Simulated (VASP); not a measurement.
Input of a VASP 6.6.1 run:

The input INCAR:

```
ALGO = Normal ; EDIFF = 1E-7
ENCUT = 520 ; GGA = PE
ISIF = 2 ; ISMEAR = 0
LASPH = T ; LCHARG = F
LREAL = F ; LWAVE = F
NBANDS = 10 ; NELM = 80
PREC = Accurate ; SIGMA = 0.1
```

The input KPOINTS:

```
k-points
0
Gamma
  8 8 4
```

Contents of POSCAR:

```
Al
1.0
    1.4246274620     -2.5141256269      0.0000000000
    1.4246274620      2.5141256269      0.0000000000
    0.0000000000      0.0000000000      4.6434962426
Al
2
Direct
    0.3333496911      0.6666503089      0.7500000000
    0.6666503089      0.3333496911      0.2500000000
```

Potentials or basis: VASP PAW PBE potentials, release 64 (Al).

The run is started by

```console
$ cat potpaw_PBE.64/Al/POTCAR > POTCAR
$ mpirun -np 1 vasp_std > vasp.out
```

Q: What does it give for the band gap on the k mesh?

A: Zero (bands 3 and 4 overlap by 7.74 eV).

Q: What does it give for the pressure?

A: 0.3 GPa.

Stress tensor (GPa, compression positive):
```
 0.84  0.00  0.00
 0.00  0.40  0.00
 0.00  0.00 -0.32
```
